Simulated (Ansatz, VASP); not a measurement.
## SnTe in VASP and in Ansatz

```xyz
2
Lattice="0.0000 3.6063 3.6063 3.6063 0.0000 3.6063 3.6063 3.6063 0.0000" Properties=species:S:1:pos:R:3 pbc="T T T"
Sn    0.0000    0.0000    0.0000
Te    1.8031    1.8031    1.8031
```

Alike in both runs: functional PBE; k mesh 12 × 12 × 12; occupations fermi-dirac, width 0.08 eV; no spin polarisation.

Ansatz relaxed the structure, and its values are those at the end. VASP's run is a single point on that final structure, the one shown.

```csv
,VASP,Ansatz
version,VASP 6.6.1,Ansatz 0.2.0
potentials or method,"VASP PAW PBE potentials, release 64 (Sn_d, Te)","PAW with Ansatz's default frozen-core files, scalar-relativistic"
plane-wave cutoff (eV),520,420
valence electrons in the cell,20,30
```

|  | VASP | Ansatz | Ansatz less VASP |
| --- | --- | --- | --- |
| pressure (GPa) | 0.0 | 0.0 | +0.01 |

VASP's potentials hold 20 valence electrons a cell and Ansatz's 30, so a difference there can come from the potentials and not from the codes.

Spin-orbit coupling is off throughout.
